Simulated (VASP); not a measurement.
Runs of VASP 6.6.1 on Si. The structure is that of space group P6/mmm (No. 191), or close to it. The cells are those of the table. 

| task | cell | k mesh | cutoff (eV) | gap on the mesh (eV) | pressure (GPa) | relaxed volume (Å³/atom) |
| --- | --- | --- | --- | --- | --- | --- |
| single point | a = 2.609, b = 2.609, c = 2.447 Å, angles 90.0, 90.0, 120.0°, 1 atom | 6 × 6 × 8 | 520 | none | (a) | - |
| relaxation of cell and atoms | relaxed from a = 2.546, b = 2.546, c = 2.589 Å, angles 90.0, 90.0, 120.0°, 1 atom | 24 × 24 × 22 | 600 | none | -0.1 | 14.49 |
| single point | a = 2.546, b = 2.546, c = 2.589 Å, angles 90.0, 90.0, 120.0°, 1 atom | 6 × 6 × 8 | 520 | none | 0.1 | - |
| relaxation of cell and atoms | relaxed from a = 2.609, b = 2.609, c = 2.447 Å, angles 90.0, 90.0, 120.0°, 1 atom | 6 × 6 × 8 | 600 | none | 0.0 | 14.54 |
| single point | a = 2.609, b = 2.609, c = 2.457 Å, angles 90.0, 90.0, 120.0°, 1 atom | 24 × 24 × 22 | 520 | none | 0.0 | - |

Alike in all rows: level PBE+D3(BJ); potentials or basis VASP PAW PBE potentials, release 64 (Si); no spin polarisation; smearing gaussian 0.1 eV.

**Question.** Fill in the values left out.

**Answer.** (a) -0.7.

Caveats: some runs use coarse meshes; pairwise dispersion overbinds metals, which lowers pressure and volume.

A gap of «none» marks levels without a gap at the run's occupations.
